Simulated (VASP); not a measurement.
# Ca2SiS6 (Fm-3m) in VASP: notebook, part 2 of 2

VASP 6.6.1. Earlier steps stand in the parts before.

### Step 3. Single point, PBE

This run uses another cell than the first one, of 20.19 Å³/atom, 1.067 times its volume.

Contents of INCAR:

```
ALGO = Normal
EDIFF = 1E-7
ENCUT = 520
GGA = PE
ISIF = 2
ISMEAR = 0
LASPH = T
LCHARG = T
LELF = T
LREAL = F
LVHAR = T
LWAVE = F
NBANDS = 40
NELM = 100
PREC = Accurate
SIGMA = 0.1
```

Contents of KPOINTS:

```
k-points
0
Gamma
  4 4 4
```

Contents of POSCAR:

```
Ca2SiS6
1.0
    0.0000000000      4.4951842486      4.4951842486
    4.4951842486      0.0000000000      4.4951842486
    4.4951842486      4.4951842486      0.0000000000
Ca Si S
2 1 6
Direct
    0.2500000000      0.2500000000      0.2500000000
    0.7500000000      0.7500000000      0.7500000000
    0.0000000000      0.0000000000      0.0000000000
    0.7506922829      0.2493077171      0.2493077171
    0.2493077171      0.7506922829      0.7506922829
    0.2493077171      0.7506922829      0.2493077171
    0.7506922829      0.2493077171      0.7506922829
    0.2493077171      0.2493077171      0.7506922829
    0.7506922829      0.7506922829      0.2493077171
```

Potentials or basis: VASP PAW PBE potentials, release 64 (Ca_sv, Si, S).

Launch:

```console
$ cat potpaw_PBE.64/Ca_sv/POTCAR potpaw_PBE.64/Si/POTCAR potpaw_PBE.64/S/POTCAR > POTCAR
$ mpirun -np 1 vasp_std > vasp.out
```

OUTCAR:

```text
EDIFF = 1E-7
   ENCUT = 520
   GGA = PE
   ISIF = 2
   ISMEAR = 0
   LASPH = T
   LREAL = F
   NELM = 100
   PREC = Accurate

 ion  position               nearest neighbor table
   1  0.250  0.250  0.250-
   2  0.750  0.750  0.750-
   3  0.000  0.000  0.000-   4 2.24   5 2.24   6 2.24   7 2.24   8 2.24   9 2.24
   4  0.751  0.249  0.249-   3 2.24
   5  0.249  0.751  0.751-   3 2.24
   6  0.249  0.751  0.249-   3 2.24
   7  0.751  0.249  0.751-   3 2.24
   8  0.249  0.249  0.751-   3 2.24
   9  0.751  0.751  0.249-   3 2.24

  LATTYP: Found a face centered cubic cell.
 ALAT       =     8.9903684972

  Lattice vectors:

 A1 = (   0.0000000000,   4.4951842486,   4.4951842486)
 A2 = (   4.4951842486,   0.0000000000,   4.4951842486)
 A3 = (   4.4951842486,   4.4951842486,   0.0000000000)

Analysis of symmetry for initial positions (statically):
=====================================================================
 Subroutine PRICEL returns:
 Original cell was already a primitive cell.

 Routine SETGRP: Setting up the symmetry group for a
 face centered cubic supercell.

 Subroutine GETGRP returns: Found 48 space group operations
 (whereof 48 operations were pure point group operations)
 out of a pool of 48 trial point group operations.

The static configuration has the point symmetry O_h .

Analysis of symmetry for dynamics (positions and initial velocities):
=====================================================================
 Subroutine PRICEL returns:
 Original cell was already a primitive cell.

 Routine SETGRP: Setting up the symmetry group for a
 face centered cubic supercell.

 Subroutine GETGRP returns: Found 48 space group operations
 (whereof 48 operations were pure point group operations)
 out of a pool of 48 trial point group operations.

The dynamic configuration has the point symmetry O_h .

 Subroutine INISYM returns: Found 48 space group operations
 (whereof 48 operations are pure point group operations),
 and found     1 'primitive' translations

----------------------------------------------------------------------------------------

                                     Primitive cell

  volume of cell :     181.6655

  direct lattice vectors                    reciprocal lattice vectors
     0.000000000  4.495184249  4.495184249    -0.111230146  0.111230146  0.111230146
     4.495184249  0.000000000  4.495184249     0.111230146 -0.111230146  0.111230146
     4.495184249  4.495184249  0.000000000     0.111230146  0.111230146 -0.111230146

  length of vectors
     6.357150530  6.357150530  6.357150530     0.192656264  0.192656264  0.192656264

  position of ions in fractional coordinates (direct lattice)
     0.250000000  0.250000000  0.250000000
     0.750000000  0.750000000  0.750000000
     0.000000000  0.000000000  0.000000000
     0.750692283  0.249307717  0.249307717
     0.249307717  0.750692283  0.750692283
     0.249307717  0.750692283  0.249307717
     0.750692283  0.249307717  0.750692283
     0.249307717  0.249307717  0.750692283
     0.750692283  0.750692283  0.249307717

  ion indices of the primitive-cell ions
[... 40 lines left out ...]
  0.250000  0.000000  0.000000      8.000000
  0.500000  0.000000  0.000000      4.000000
  0.250000  0.250000  0.000000      6.000000
  0.500000  0.250000  0.000000     24.000000
 -0.250000  0.250000  0.000000     12.000000
  0.500000  0.500000  0.000000      3.000000
 -0.250000  0.500000  0.250000      6.000000
   k-points           NKPTS =      8   k-points in BZ     NKDIM =      8   number of bands    NBANDS=     40
   number of dos      NEDOS =    301   number of ions     NIONS =      9
   total plane-waves  NPLWV = 110592
   dimension x,y,z NGX =    48 NGY =   48 NGZ =   48
   dimension x,y,z NGXF=    96 NGYF=   96 NGZF=   96
   ions per type =               2   1   6
   NGX,Y,Z   is equivalent  to a cutoff of  12.55, 12.55, 12.55 a.u.
   NGXF,Y,Z  is equivalent  to a cutoff of  25.10, 25.10, 25.10 a.u.
 SYSTEM =  unknown system
   PREC   = accura    normal or accurate (medium, high low for compatibility)
   ISTART =      0    job   : 0-new  1-cont  2-samecut
   ICHARG =      2    charge: 1-file 2-atom 10-const
   ISPIN  =      1    spin polarized calculation?
   LNONCOLLINEAR =      F non collinear calculations
   LSORBIT =      F    spin-orbit coupling
   LASPH  =      T    aspherical Exc in radial PAW
   ENCUT  =  520.0 eV  38.22 Ry    6.18 a.u.  11.82 11.82 11.82*2*pi/ulx,y,z
   NELM   =    100;   NELMIN=  2; NELMDL= -5     # of ELM steps
   EDIFF  = 0.1E-06   stopping-criterion for ELM
   LREAL  =      F    real-space projection
   EDIFFG = 0.1E-05   stopping-criterion for IOM
   NSW    =      0    number of steps for IOM
   IBRION =     -1    ionic relax: 0-MD 1-quasi-New 2-CG
   NFREE  =      0    steps in history (QN), initial steepest desc. (CG)
   ISIF   =      2    stress and relaxation
   ISYM   =      2    0-nonsym 1-usesym 2-fastsym
   POTIM  = 0.5000    time-step for ionic-motion
   TEBEG  =    0.0;   TEEND  =   0.0 temperature during run
   PSTRESS=    0.0 pullay stress
   NELECT =      60.0000    total number of electrons
   NUPDOWN=      -1.0000    fix difference up-down
   EMIN   =  10.00;   EMAX   =-10.00  energy-range for DOS
   EFERMI =   0.00;   METHOD = LEGACY
   ISMEAR =     0;   SIGMA  =   0.10  broadening in eV -4-tet -1-fermi 0-gaus
   EFERMI_NEDOS =   21; number of points for ismear=-14 and -15
   IALGO  =     38    algorithm
   IMIX   =      4    mixing-type and parameters
     AMIX     =   0.40;   BMIX     =  1.00
     AMIX_MAG =   1.60;   BMIX_MAG =  1.00
  volume/ion in A,a.u.               =      20.19       136.22
  Fermi-wavevector in a.u.,A,eV,Ry     =   1.131621  2.138454 17.423166  1.280567
  Thomas-Fermi vector in A             =   2.268321
   LORBIT       =      0    0 simple, 1 ext, 2 COOP (PROOUT), +10 PAW based schemes
   GGA     = PE    functional components
   LHFCALC =     F    Hartree Fock is set to
   AEXX    =    0.0000 exact exchange contribution
   IVDW    =     0    specifies the selected vdW correction
   LEPSILON=     F    determine dielectric tensor
   LRPA    =     F    only Hartree local field effects (RPA)
 non-spin polarized calculation
 Gauss-broadening in eV      SIGMA  =   0.10
  energy-cutoff  :      520.00
  volume of cell :      181.67
 maximum number of plane-waves:      4916
   NGX = 23   NGY = 23   NGZ = 23

 number of electron      60.0000000 magnetization

 Free energy of the ion-electron system (eV)
  ---------------------------------------------------
  ext. energy  EPLUGINS =         0.00000000
  ---------------------------------------------------
  free energy    TOTEN  =       -39.91005105 eV

  energy without entropy =      -39.85302316  energy(sigma->0) =      -39.88153710

 E-fermi :   4.5074     XC(G=0):  -9.8178

 val. band max:        4.4972826376   @ k =  -0.2500   0.2500   0.0000
 cond. band min:       4.5346327375   @ k =   0.5000   0.0000   0.0000
 fundamental gap:      0.0373501000
 Fermi energy:         4.5073889271

 k-point     1 :       0.0000    0.0000    0.0000
  band No.  band energies     occupation
      1     -36.1269      2.00000
      2     -36.1248      2.00000
      3     -17.1166      2.00000
      4     -17.1166      2.00000
      5     -17.1166      2.00000
      6     -17.1009      2.00000
[... 333 lines left out ...]
     39       9.4783      0.00000
     40       9.4783      0.00000

------------------------ aborting loop because EDIFF is reached ----------------------------------------

  FORCE on cell =-STRESS in cart. coord.  units (eV):
  Direction    XX          YY          ZZ          XY          YZ          ZX
  --------------------------------------------------------------------------------------
  -------------------------------------------------------------------------------------
  Total       -0.0936033     -0.0936033     -0.0936033      0.0000000      0.0000000     -0.0000000
  in kB       -0.8255227     -0.8255227     -0.8255227      0.0000000      0.0000000     -0.0000000
  external PRESSURE =      -0.8255227 kB  Pullay stress =       0.0000000 kB

 VOLUME and BASIS-vectors are now :
 -----------------------------------------------------------------------------
  energy-cutoff  :      520.00
  volume of cell :      181.67
      direct lattice vectors                 reciprocal lattice vectors
     0.000000000  4.495184249  4.495184249    -0.111230146  0.111230146  0.111230146
     4.495184249  0.000000000  4.495184249     0.111230146 -0.111230146  0.111230146
     4.495184249  4.495184249  0.000000000     0.111230146  0.111230146 -0.111230146

 POSITION                                       TOTAL-FORCE (eV/Angst)
 -----------------------------------------------------------------------------------
      2.24759      2.24759      2.24759        -0.000000     -0.000000     -0.000000
      6.74278      6.74278      6.74278        -0.000000     -0.000000     -0.000000
      0.00000      0.00000      0.00000        -0.000000     -0.000000     -0.000000
      2.24137      4.49518      4.49518        -0.018468     -0.000000     -0.000000
      6.74900      4.49518      4.49518         0.018468     -0.000000     -0.000000
      4.49518      2.24137      4.49518        -0.000000     -0.018468     -0.000000
      4.49518      6.74900      4.49518        -0.000000      0.018468     -0.000000
      4.49518      4.49518      2.24137        -0.000000     -0.000000     -0.018468
      4.49518      4.49518      6.74900        -0.000000     -0.000000      0.018468
 -----------------------------------------------------------------------------------
    total drift:                               -0.000000     -0.000000     -0.000000

  FREE ENERGIE OF THE ION-ELECTRON SYSTEM (eV)
  ---------------------------------------------------
  free  energy   TOTEN  =       -39.9100510470 eV

  energy  without entropy=      -39.8530231573  energy(sigma->0) =      -39.88153710
```

Wall time 77 s (1 thread of Intel Xeon 6975P-C, shared host); peak memory 0.34 GiB.

What came out:

```
Free energy            : -39.9101 eV
Pressure               : -0.1 GPa
Largest force          : 0.018 eV/Å
Band gap on the k mesh : zero (band 30 reaches 5.50 eV, above the bottom of band 31 at 4.39 eV)
```

Forces in eV/Å, atoms in the order of the input:
```
Ca   0.000  0.000  0.000
Ca   0.000  0.000  0.000
Si   0.000  0.000  0.000
S   -0.018  0.000  0.000
S    0.018  0.000  0.000
S    0.000 -0.018  0.000
S    0.000  0.018  0.000
S    0.000  0.000 -0.018
S    0.000  0.000  0.018
```

Levels at points of the mesh, in eV from the Fermi level:
| k point | band 27 | band 28 | band 29 | band 30 | band 31 | band 32 | band 33 | band 34 |
| --- | --- | --- | --- | --- | --- | --- | --- | --- |
| (0.00, 0.00, 0.00) | 0.05 | 0.05 | 0.05 | 0.99 | 0.99 | 0.99 | 1.31 | 3.07 |
| (0.50, 0.00, 0.00) | -0.10 | 0.03 | 0.03 | 0.08 | 0.32 | 0.32 | 3.00 | 3.80 |
| (0.50, 0.50, 0.00) | -1.66 | -1.66 | -0.44 | -0.44 | -0.09 | 0.79 | 3.90 | 4.02 |

### Step 4. Relaxation of cell and atoms, PBE

Contents of INCAR:

```
ALGO     = Normal         # electronic algorithm
EDIFF    = 1E-7           # SCF threshold, eV
EDIFFG   = -0.04          # ionic threshold
ENCUT    = 600            # plane-wave cutoff, eV
GGA      = PE             # functional
IBRION   = 2              # ionic algorithm
ISIF     = 3              # what is computed and relaxed
ISMEAR   = 0              # smearing method
LASPH    = T              # aspherical terms in the spheres
LCHARG   = F              # write CHGCAR
LREAL    = F              # projectors in reciprocal space
LWAVE    = F              # write WAVECAR
NELM     = 100            # most SCF steps
NSW      = 90             # ionic steps
PREC     = Accurate       # precision mode
SIGMA    = 0.1            # smearing width, eV
```

KPOINTS is that of step 3.

Contents of POSCAR:

```
Ca2SiS6
1.0
    0.0000000000      4.3994401800      4.3994401800
    4.3994401800      0.0000000000      4.3994401800
    4.3994401800      4.3994401800      0.0000000000
Ca Si S
2 1 6
Direct
    0.2500000000      0.2500000000      0.2500000000
    0.7500000000      0.7500000000      0.7500000000
    0.0000000000      0.0000000000      0.0000000000
    0.7500000000      0.2500000000      0.2500000000
    0.2500000000      0.7500000000      0.7500000000
    0.2500000000      0.7500000000      0.2500000000
    0.7500000000      0.2500000000      0.7500000000
    0.2500000000      0.2500000000      0.7500000000
    0.7500000000      0.7500000000      0.2500000000
```

Launch:

```console
$ cat potpaw_PBE.64/Ca_sv/POTCAR potpaw_PBE.64/Si/POTCAR potpaw_PBE.64/S/POTCAR > POTCAR
$ mpirun -np 1 vasp_std > vasp.out
```

Run time: 6.3 min. Hardware: 1 thread of Intel Xeon 6975P-C, shared host; peak memory 0.4 GiB.

It converged, with:

```
Free energy                            : -39.9098 eV
Relaxed volume                         : 20.18 Å³/atom
Relaxed cell                           : a = 6.357 Å, b = 6.357 Å, c = 6.357 Å, α = 60.00°, β = 60.00°, γ = 60.00°
Space group after relaxing (to 0.05 Å) : Fm-3m (No. 225)
Energy gained by relaxing              : 16.3 meV/atom
Ionic steps                            : 5
Pressure after relaxing                : 0.0 GPa
Band gap on the k mesh                 : zero (band 30 reaches 5.50 eV, above the bottom of band 31 at 4.39 eV)
```

The path:
```
step  energy change (eV)  largest force (eV/Å)  pressure (GPa)  volume (Å³)
   1              0.0000                0.3607            4.63       170.30
   2             -0.1032                0.3838           -1.70       184.13
   3             -0.1362                0.1610            0.19       179.33
   4             -0.1425                0.1036            0.11       180.16
   5             -0.1468                0.0033            0.00       181.62
```

Final structure:
```xyz
9
Lattice="0.0000 4.4948 4.4948 4.4948 0.0000 4.4948 4.4948 4.4948 0.0000" Properties=species:S:1:pos:R:3 pbc="T T T"
Ca    2.2474    2.2474    2.2474
Ca    6.7422    6.7422    6.7422
Si    0.0000    0.0000    0.0000
S     2.2401    4.4948    4.4948
S     6.7495    4.4948    4.4948
S     4.4948    2.2401    4.4948
S     4.4948    6.7495    4.4948
S     4.4948    4.4948    2.2401
S     4.4948    4.4948    6.7495
```

Levels at points of the mesh, in eV from the Fermi level:
```
           k point  band 28  band 29  band 30  band 31  band 32  band 33
(0.00, 0.00, 0.00)     0.05     0.05     0.99     0.99     0.99     1.32
(0.50, 0.00, 0.00)     0.03     0.03     0.08     0.32     0.32     3.01
(0.50, 0.50, 0.00)    -1.65    -0.44    -0.44    -0.09     0.79     3.91
```

### Step 5. Overview

```tsv
task	cell	cutoff (eV)	gap on the mesh (eV)	pressure (GPa)
single point	a = 6.222 Å, angles 60.0°, 9 atoms	520	none	4.6
single point	a = 6.357 Å, angles 60.0°, 9 atoms	520	none	-0.1
relaxation of cell and atoms	relaxed from a = 6.222 Å, angles 60.0°, 9 atoms	600	none	0.0
```

Alike in all rows: level PBE; potentials or basis VASP PAW PBE potentials, release 64 (Ca_sv, Si, S); no spin polarisation; k mesh 4 × 4 × 4; smearing gaussian 0.1 eV.

Total energies depend on the potentials used, so only differences within one code and one set of settings carry meaning.
